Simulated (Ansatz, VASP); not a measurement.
## Re in VASP and in Ansatz

INCAR

```
SYSTEM = Re
  ALGO = Normal
  EDIFF = 1E-8
  ENCUT = 520
  GGA = PS
  ISIF = 2
  ISMEAR = -1
  LASPH = .True.
  LCHARG = .False.
  LEFG = .True.
  LREAL = .False.
  LWAVE = .False.
  NBANDS = 10
  NELM = 80
  PREC = Accurate
  SIGMA = 0.05
```

KPOINTS

```
k-points
0
Gamma
  14 14 14
  0 0 0
```

Contents of POSCAR:

```
Re
1.0
    0.0000000000      1.9750000000      1.9552500000
    1.9750000000      0.0000000000      1.9552500000
    1.9750000000      1.9750000000      0.0000000000
Re
1
Direct
    0.0000000000      0.0000000000      0.0000000000
```

Input for Ansatz:

```yaml
crystal:
  lattice:
    - [0.0, 1.975, 1.95525]
    - [1.975, 0.0, 1.95525]
    - [1.975, 1.975, 0.0]
  atoms:
    - { symbol: Re, position: [0.0, 0.0, 0.0] }
kpoints:
  mp_grid: { grid: [14, 14, 14] }
scf:
  occupations: { method: fermi_dirac, width: 0.05 }
hamiltonian:
  xc: pbesol
  pseudopotentials: { kind: paw }
output:
  forces: true
  stress: true
  eigenvalues: true
  efg: { contact_densities: true }
  write_density: true
  write_potential: true
  elf: true
  volumetric_format: npy
```

Change from the starting cell: zz strain of -1 %, PAW files.

Alike in both runs: task electric field gradients; functional PBEsol; k mesh 14 × 14 × 14; occupations fermi-dirac, width 0.05 eV; no spin polarisation.

|  | VASP | Ansatz |
| --- | --- | --- |
| version | VASP 6.6.1 | Ansatz 0.2.0 |
| potentials or method | VASP PAW PBE potentials, release 64 (Re) | PAW with Ansatz's default frozen-core files, scalar-relativistic |
| plane-wave cutoff (eV) | 520 | 420 |
| valence electrons in the cell | 7 | 15 |

Ansatz gave:

| Property | Result |
| --- | --- |
| pressure (GPa) | -15.4 |
| traceless stress, the component that is largest in VASP (GPa) | 1.30 |
| size of Vzz on the site where it differs most (V/Å²) | 12.1 |

**Question.** What did VASP give for the same quantities?

**Answer.** Pressure (GPa): -15.8; traceless stress, the component that is largest in VASP (GPa): 1.27; size of Vzz on the site where it differs most (V/Å²): 10.3.

VASP's potentials were made for PBE, not for PBEsol. VASP's potentials hold 7 valence electrons a cell and Ansatz's 15, so a difference there can come from the potentials and not from the codes.

Neither program's run includes spin-orbit coupling.
